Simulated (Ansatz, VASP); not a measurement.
## One calculation of Ni3Os, two programs

```
Ni Os
1.0
     3.60761    0.00000    0.00000
     0.00000    3.60761    0.00000
     0.00000    0.00000    3.60761
Ni Os
3 1
Direct
  0.00000 0.50000 0.50000
  0.50000 0.00000 0.50000
  0.50000 0.50000 0.00000
  0.00000 0.00000 0.00000
```

Alike in both runs: functional PBE; k mesh 6 × 6 × 6; occupations gaussian, width 0.1 eV; no spin polarisation.

Ansatz relaxed the structure, and its values are those at the end. VASP's run is a single point on that final structure, the one shown.

```csv
,VASP,Ansatz
version,VASP 6.6.1,Ansatz 0.2.0
potentials or method,"VASP PAW PBE potentials, release 64 (Ni, Os), cutoff 520 eV","scalar-relativistic, plane waves, PAW"
valence electrons in the cell,38,70
```

VASP gave:

- gap on the k mesh at the Fermi level (eV): none
- pressure (GPa): 0.2

Problem. What did Ansatz give for the same quantities?

Solution. gap on the k mesh at the Fermi level (eV): none; pressure (GPa): 0.3.

A gap of «none» marks a metal or a gap that the smearing closes. VASP's potentials hold 38 valence electrons a cell and Ansatz's 70, so a difference there can come from the potentials and not from the codes.

Neither program's run includes spin-orbit coupling.
